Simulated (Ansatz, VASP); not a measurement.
# Two plane-wave programs on Mg4H

```
Mg H
1.0
     6.42014    0.00000    0.00000
     0.00000    5.13791    0.00000
     0.00000    0.00000   21.66448
Mg H
8 2
Direct
  0.00000 0.75000 0.18463
  0.50000 0.75000 0.18463
  0.25000 0.25000 0.22741
  0.75000 0.25000 0.22741
  0.25000 0.75000 0.31732
  0.75000 0.75000 0.31732
  0.00000 0.25000 0.35378
  0.50000 0.25000 0.35378
  0.67843 0.08333 0.38932
  0.82157 0.08333 0.38932
```

Alike in both runs: task single point; functional PBE; k mesh 4 × 5 × 1; occupations gaussian, width 0.1 eV; no spin polarisation.

|  | VASP | Ansatz |
| --- | --- | --- |
| version | VASP 6.6.1 | Ansatz 0.2.0 |
| potentials or method | VASP PAW PBE potentials, release 64 (Mg, H), cutoff 520 eV | scalar-relativistic, plane waves, PAW |
| valence electrons in the cell | 18 | 82 |

|  | VASP | Ansatz | Ansatz less VASP |
| --- | --- | --- | --- |
| gap on the k mesh at the Fermi level (eV) | none | none | - |
| rms of the force components (eV/Å) | 0.876 | 0.868 | -0.0083 |

Atom by atom the forces differ by 0.009 eV/Å (rms over components). A gap of «none» marks a metal or a gap that the smearing closes. The functional is the same, so the differences come from potentials, cutoffs and numerics. VASP's potentials hold 18 valence electrons a cell and Ansatz's 82, so a difference there can come from the potentials and not from the codes.
